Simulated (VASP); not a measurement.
A run of VASP 6.6.1:

The input INCAR:

```
SYSTEM = Ga2HCl3
PREC = Accurate
ENCUT = 520
EDIFF = 1E-8
ISMEAR = -1
SIGMA = 0.02
LREAL = Auto
LASPH = .TRUE.
NELM = 100
ALGO = Normal
ISIF = 2
LWAVE = .FALSE.
LCHARG = .FALSE.
GGA = PE
LEFG = .TRUE.
NBANDS = 114
```

The input KPOINTS:

```
regular mesh
0
G
  5 4 2
  0 0 0
```

POSCAR

```
Ga2HCl3
1.0
    5.7300000000      0.0000000000      0.0000000000
    0.0000000000      6.7870000000      0.0000000000
   -3.7354546645      0.0000000000     14.3702419223
Ga H Cl
8 4 12
Direct
    0.9346000000      0.7677900000      0.9183300000
    0.0654000000      0.2677900000      0.5816700000
    0.0654000000      0.2322100000      0.0816700000
    0.9346000000      0.7322100000      0.4183300000
    0.6512100000      0.7313600000      0.6441100000
    0.3487900000      0.2313600000      0.8558900000
    0.3487900000      0.2686400000      0.3558900000
    0.6512100000      0.7686400000      0.1441100000
    0.8790000000      0.7970000000      0.9990000000
    0.1210000000      0.2970000000      0.5010000000
    0.1210000000      0.2030000000      0.0010000000
    0.8790000000      0.7030000000      0.4990000000
    0.8053600000      0.4947200000      0.8424400000
    0.1946400000      0.9947200000      0.6575600000
    0.1946400000      0.5052800000      0.1575600000
    0.8053600000      0.0052800000      0.3424400000
    0.3276100000      0.7671100000      0.9308900000
    0.6723900000      0.2671100000      0.5691100000
    0.6723900000      0.2328900000      0.0691100000
    0.3276100000      0.7328900000      0.4308900000
    0.7925500000      0.0021700000      0.8147700000
    0.2074500000      0.5021700000      0.6852300000
    0.2074500000      0.9978300000      0.1852300000
    0.7925500000      0.4978300000      0.3147700000
```

Potentials or basis: VASP PAW PBE potentials, release 64 (Ga_d, H, Cl).

The run is started by

```console
$ cat potpaw_PBE.64/Ga_d/POTCAR potpaw_PBE.64/H/POTCAR potpaw_PBE.64/Cl/POTCAR > POTCAR
$ mpirun -np 1 vasp_std > vasp.out
```

Hardware: 1 thread of Intel(R) Xeon(R) Platinum 8259CL CPU @ 2.50GHz (Skylake/Cascade Lake), with other jobs on the host.

Question: How long does it take, and how much memory?

Answer: Wall time 48 min on 1 thread of Intel(R) Xeon(R) Platinum 8259CL CPU @ 2.50GHz (Skylake/Cascade Lake), with other jobs on the host, peak memory 1 GiB. Counts: scf iterations 21, k points 18.
